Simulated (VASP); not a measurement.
# BN (Qingsongite) (F-43m) in VASP: G0W0 quasiparticle levels with PBE

Aim: the G0W0 quasiparticle levels of BN (Qingsongite) with PBE.

Everything below comes from runs of VASP 6.6.1. Logs are shortened: lines on timing, memory, paths and dates and some standing lists are left out, and cuts for length are marked.

## (1) The cell of the first run

It takes space group F-43m (No. 216, cubic). Conventional cell: a = 3.610 Å, b = 3.610 Å, c = 3.610 Å, α = 90.00°, β = 90.00°, γ = 90.00°. B (site symmetry -43m) has 4 N at 1.56 Å within 2.1 Å. Within 2.1 Å of N (site symmetry -43m) lie 4 B at 1.56 Å.

## (2) G0W0 quasiparticle levels, PBE

File POSCAR:

```
BN
1.0
    0.0000000000      1.8048245542      1.8048245542
    1.8048245542      0.0000000000      1.8048245542
    1.8048245542      1.8048245542      0.0000000000
B N
1 1
Direct
    0.0000000000      0.0000000000      0.0000000000
    0.2500000000      0.2500000000      0.2500000000
```

File INCAR.step1:

```
SYSTEM = BN
PREC = Accurate
ENCUT = 500
EDIFF = 1E-8
ISMEAR = 0
SIGMA = 0.01
LREAL = .FALSE.
LASPH = .TRUE.
NELM = 60
ALGO = Normal
LWAVE = .TRUE.
LCHARG = .FALSE.
GGA = PE
```

File INCAR.step2:

```
SYSTEM = BN
PREC = Accurate
ENCUT = 500
EDIFF = 1E-8
ISMEAR = 0
SIGMA = 0.01
LREAL = .FALSE.
LASPH = .TRUE.
NELM = 1
ALGO = Exact
LWAVE = .TRUE.
LCHARG = .FALSE.
GGA = PE
NBANDS = 64
LOPTICS = .TRUE.
ISTART = 1
```

File INCAR.step3:

```
SYSTEM = BN
PREC = Accurate
ENCUT = 500
EDIFF = 1E-8
ISMEAR = 0
SIGMA = 0.01
LREAL = .FALSE.
LASPH = .TRUE.
ALGO = EVGW0
LWAVE = .FALSE.
LCHARG = .FALSE.
GGA = PE
NELMGW = 1
NBANDS = 64
ENCUTGW = 80.0
NOMEGA = 48
PRECFOCK = Fast
ISTART = 1
NBANDSGW = 12
```

File KPOINTS:

```
Automatic mesh
0
G
  4 4 4
  0 0 0
```

Potentials or basis: VASP PAW PBE potentials, release 64 (B_GW, N_GW).

Run with:

```console
> cat potpaw_PBE.64/B_GW/POTCAR potpaw_PBE.64/N_GW/POTCAR > POTCAR
> cp INCAR.step1 INCAR
> mpirun -np 1 vasp_std > vasp.out
> cp INCAR.step2 INCAR
> mpirun -np 1 vasp_std > vasp.out
> cp INCAR.step3 INCAR
> mpirun -np 1 vasp_std > vasp.out
```

OUTCAR:

```text
SYSTEM = BN
   PREC = Accurate
   ENCUT = 500
   EDIFF = 1E-8
   ISMEAR = 0
   LREAL = .FALSE.
   LASPH = .TRUE.
   GGA = PE
   NELMGW = 1
   ENCUTGW = 80.0
   PRECFOCK = Fast
   ISTART = 1

 ion  position               nearest neighbor table
   1  0.000  0.000  0.000-   2 1.56   2 1.56   2 1.56   2 1.56
   2  0.250  0.250  0.250-   1 1.56   1 1.56   1 1.56   1 1.56

  LATTYP: Found a face centered cubic cell.
 ALAT       =     3.6096491084

  Lattice vectors:

 A1 = (   0.0000000000,   1.8048245542,   1.8048245542)
 A2 = (   1.8048245542,   0.0000000000,   1.8048245542)
 A3 = (   1.8048245542,   1.8048245542,   0.0000000000)

Analysis of symmetry for initial positions (statically):
=====================================================================
 Subroutine PRICEL returns:
 Original cell was already a primitive cell.

 Routine SETGRP: Setting up the symmetry group for a
 face centered cubic supercell.

 Subroutine GETGRP returns: Found 24 space group operations
 (whereof 24 operations were pure point group operations)
 out of a pool of 48 trial point group operations.

The static configuration has the point symmetry T_d .

Analysis of symmetry for dynamics (positions and initial velocities):
=====================================================================
 Subroutine PRICEL returns:
 Original cell was already a primitive cell.

 Routine SETGRP: Setting up the symmetry group for a
 face centered cubic supercell.

 Subroutine GETGRP returns: Found 24 space group operations
 (whereof 24 operations were pure point group operations)
 out of a pool of 48 trial point group operations.

The dynamic configuration has the point symmetry T_d .

 Subroutine INISYM returns: Found 24 space group operations
 (whereof 24 operations are pure point group operations),
 and found     1 'primitive' translations

[... 71 lines left out ...]
   ISPIN  =      1    spin polarized calculation?
   LNONCOLLINEAR =      F non collinear calculations
   LSORBIT =      F    spin-orbit coupling
   LASPH  =      T    aspherical Exc in radial PAW
   ENCUT  =  500.0 eV  36.75 Ry    6.06 a.u.   4.65  4.65  4.65*2*pi/ulx,y,z
   NELM   =     60;   NELMIN=  2; NELMDL=  0     # of ELM steps
   EDIFF  = 0.1E-07   stopping-criterion for ELM
   LREAL  =      F    real-space projection
   EDIFFG = 0.1E-06   stopping-criterion for IOM
   NSW    =      0    number of steps for IOM
   IBRION =     -1    ionic relax: 0-MD 1-quasi-New 2-CG
   NFREE  =      0    steps in history (QN), initial steepest desc. (CG)
   ISIF   =      0    stress and relaxation
   ISYM   =      3    0-nonsym 1-usesym 2-fastsym
   POTIM  = 0.5000    time-step for ionic-motion
   TEBEG  =    0.0;   TEEND  =   0.0 temperature during run
   PSTRESS=    0.0 pullay stress
   NELECT =       8.0000    total number of electrons
   NUPDOWN=      -1.0000    fix difference up-down
   EMIN   =  10.00;   EMAX   =-10.00  energy-range for DOS
   EFERMI =   0.00;   METHOD = LEGACY
   ISMEAR =     0;   SIGMA  =   0.01  broadening in eV -4-tet -1-fermi 0-gaus
   EFERMI_NEDOS =   21; number of points for ismear=-14 and -15
   IALGO  =     38    algorithm
   IMIX   =      4    mixing-type and parameters
     AMIX     =   0.40;   BMIX     =  1.00
     AMIX_MAG =   1.60;   BMIX_MAG =  1.00
  volume/ion in A,a.u.               =       5.88        39.67
  Fermi-wavevector in a.u.,A,eV,Ry     =   1.439881  2.720980 28.208365  2.073256
  Thomas-Fermi vector in A             =   2.558687
   LORBIT       =      0    0 simple, 1 ext, 2 COOP (PROOUT), +10 PAW based schemes
   GGA     = PE    functional components
   LHFCALC =     T    Hartree Fock is set to
   PRECFOCK=fast      Normal, Fast or Accurate (Low or Medium for compatibility)
   ENCUT4O =  -1.0   cutoff for four orbital integrals eV
   NKREDX  =     1    reduce k-point grid by
   NKREDY  =     1    reduce k-point grid by
   NKREDZ  =     1    reduce k-point grid by
   AEXX    =    1.0000 exact exchange contribution
   HFSCREEN=    0.0000 screening length (either q_TF or 0.3 A-1)
   HFSCREENC=   0.0000 screening length for correlation (either q_TF or 0.3 A-1)
   ENCUTFOCK=  -1.0 apply spherical cutoff to Coloumb kernel
   IVDW    =     0    specifies the selected vdW correction
   LEPSILON=     F    determine dielectric tensor
   LRPA    =     F    only Hartree local field effects (RPA)
   LRPAFORCE           =     F    calculate RPA forces
   ENCUTGW             =  80.0    cutoff for response function in eV
   ENCUTGWSOFT         =  64.0    soft cutoff for Coulomb kernel in GW response function in eV
   ENCUTLF             =  -1.0    cutoff for local field effects
   NELMGW              =     1    number of iterations in solving QP/BSE equation
   NELMHF              =     1    number of iterations in the inner HF iteration
   NKREDLFX            =     1    NKREDLFY  =   1   NKREDLFZ  =   1
 non-spin polarized calculation
 Gauss-broadening in eV      SIGMA  =   0.01
  energy-cutoff  :      500.00
  volume of cell :       11.76
 maximum number of plane-waves:       308
 NGX is ok and might be reduce to    20
  NGX = 12; NGY = 12; NGZ = 12
   NGX =  9   NGY =  9   NGZ =  9
 maximum number of plane-waves:        22
 NGX is ok and might be reduce to    10

 QP shifts <psi_nk| G(iteration)W_0 |psi_nk>: iteration 1
 for sc-GW calculations column KS-energies equals QP-energies in previous step
 and V_xc(KS)=  KS-energies - (<T + V_ion + V_H > + <T+V_H+V_ion>^1  + <V_x>^1)

 k-point   1 :       0.0000    0.0000    0.0000
  band No.  KS-energies  QP-energies   sigma(KS)   V_xc(KS)     V^pw_x(r,r')   Z            occupation Imag(sigma)

      1     -12.7476     -14.5179     -17.7620     -15.4910     -26.5031       0.7795       2.0000       1.4420
      2       7.5490       7.1336     -18.8038     -18.3005     -22.1073       0.8254       2.0000       0.1110
      3       7.5490       7.1336     -18.8038     -18.3005     -22.1073       0.8254       2.0000       0.1110
      4       7.5490       7.1336     -18.8038     -18.3005     -22.1073       0.8254       2.0000       0.1110
      5      16.3652      17.8143     -12.0553     -13.7983      -6.9024       0.8314       0.0000      -0.1195
      6      16.3652      17.8143     -12.0553     -13.7983      -6.9024       0.8314       0.0000      -0.1195
      7      16.3652      17.8143     -12.0553     -13.7983      -6.9024       0.8314       0.0000      -0.1195
      8      17.9615      19.1575     -13.9741     -15.4381      -8.2663       0.8169       0.0000      -0.1450
      9      32.3532      32.8882     -10.7706     -11.4427      -3.2890       0.7960       0.0000      -0.6065
     10      35.3551      36.5788     -11.8649     -13.3387      -5.4388       0.8302       0.0000      -0.5694
     11      35.3551      36.5788     -11.8649     -13.3387      -5.4388       0.8302       0.0000      -0.5694
     12      35.9583      36.6033     -10.3251     -11.0914      -3.0366       0.8417       0.0000      -1.0133
[... 100 lines left out ...]
      1      -6.8136      -8.1504     -19.3285     -17.5671     -26.9892       0.7589       2.0000       0.6701
      2      -0.0767      -1.3709     -17.3965     -15.7558     -22.3060       0.7888       2.0000       0.2149
      3       0.5349      -0.6166     -16.8568     -15.4161     -21.2472       0.7992       2.0000       0.1886
      4       0.9925      -0.0829     -16.4127     -15.0752     -20.4667       0.8040       2.0000       0.1714
      5      17.1605      18.4370     -13.1567     -14.6979      -8.2138       0.8283       0.0000      -0.1249
      6      20.8916      22.3997     -12.4902     -14.3585      -6.1409       0.8072       0.0000      -0.1916
      7      22.0612      23.2064     -11.0258     -12.4114      -5.1968       0.8265       0.0000      -0.1641
      8      22.2674      24.1416     -14.1972     -16.5541      -7.9922       0.7952       0.0000      -0.2001
      9      26.9320      28.8431     -13.8996     -16.3401      -6.8000       0.7830       0.0000      -0.3410
     10      33.2028      34.8382     -11.9969     -14.0564      -4.3500       0.7941       0.0000      -0.7004
     11      37.1387      38.2362     -11.6645     -12.9952      -4.2580       0.8248       0.0000      -0.9459
     12      40.9563      42.2641     -11.3522     -12.9505      -3.7741       0.8182       0.0000      -1.1010
```

OUTCAR.step1:

```text
SYSTEM = BN
   PREC = Accurate
   ENCUT = 500
   EDIFF = 1E-8
   ISMEAR = 0
   LREAL = .FALSE.
   LASPH = .TRUE.
[... 290 lines left out ...]
      0.00000      0.00000      0.00000         0.000000      0.000000      0.000000
      0.90241      0.90241      0.90241        -0.000000     -0.000000     -0.000000
 -----------------------------------------------------------------------------------
    total drift:                                0.000001      0.000001      0.000001

  FREE ENERGIE OF THE ION-ELECTRON SYSTEM (eV)
  ---------------------------------------------------
  free  energy   TOTEN  =       -17.3857507936 eV

  energy  without entropy=      -17.3857507936  energy(sigma->0) =      -17.38575079
```

Run time: 30 s. Hardware: 1 thread of AMD EPYC 7R13, shared host; peak memory 0.11 GiB.

What came out:

| Item | Value |
| --- | --- |
| Band gap on the k mesh, mean-field level | 4.44 eV, indirect (least direct gap 8.82 eV) |
| Quasiparticle gap | 5.56 eV |
| Least direct quasiparticle gap | 10.68 eV |

Caveat: the k points lie up to 0.75 Å⁻¹ apart; bands, screening cutoff and mesh are small and nothing is extrapolated, so the quasiparticle values aren't converged. A k mesh can miss the band edges.
